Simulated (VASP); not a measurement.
# Zn: single point with PBE

The system is Zn.

```
Zn
1.0
    -0.04587    1.96434    2.05607
     1.96434   -0.04587    2.05607
     1.91847    1.91847    0.00000
Zn
1
Direct
  0.00000 0.00000 0.00000
```

This cell differs from its parent crystal: engineering shear strain xy -0.0467, normal strain along z +0.0467.

| Item | Value |
| --- | --- |
| Program | VASP 6.6.1 |
| Task | single point |
| Functional | PBE |
| Potentials or basis | VASP PAW PBE potentials, release 64 (Zn) |
| Cutoff | 520 eV |
| k mesh | 20 × 20 × 20 |
| Occupations | gaussian, width 0.15 eV |
| Spin | no spin polarisation |

```
Pressure               : -2.4 GPa
Band gap on the k mesh : zero (bands 6 and 7 overlap by 3.85 eV)
```

Stress tensor (GPa, compression positive):
```
-1.36  0.27  0.00
 0.27 -1.36  0.00
 0.00  0.00 -4.41
```

Levels at points of the mesh, in eV from the Fermi level:
```csv
k point,band 4,band 5,band 6,band 7,band 8,band 9
"(0.00, 0.00, 0.00)",-7.41,-7.21,-7.11,16.69,17.21,18.61
"(0.50, 0.00, 0.00)",-6.92,-6.90,-2.85,-1.75,13.88,16.07
"(0.50, 0.50, 0.00)",-6.84,-6.83,-1.34,0.85,7.91,9.77
"(0.00, 0.00, 0.50)",-6.94,-6.85,-2.56,-1.11,13.95,14.73
"(0.50, 0.00, 0.50)",-6.87,-6.79,-0.63,1.95,7.81,8.08
```

Wall time 58 s on 1 thread of Intel(R) Xeon(R) 6975P-C (Granite Rapids), with other jobs on the host, peak memory 0.31 GiB.

Caveat: the cell differs from its parent crystal (engineering shear strain xy -0.0467, normal strain along z +0.0467).
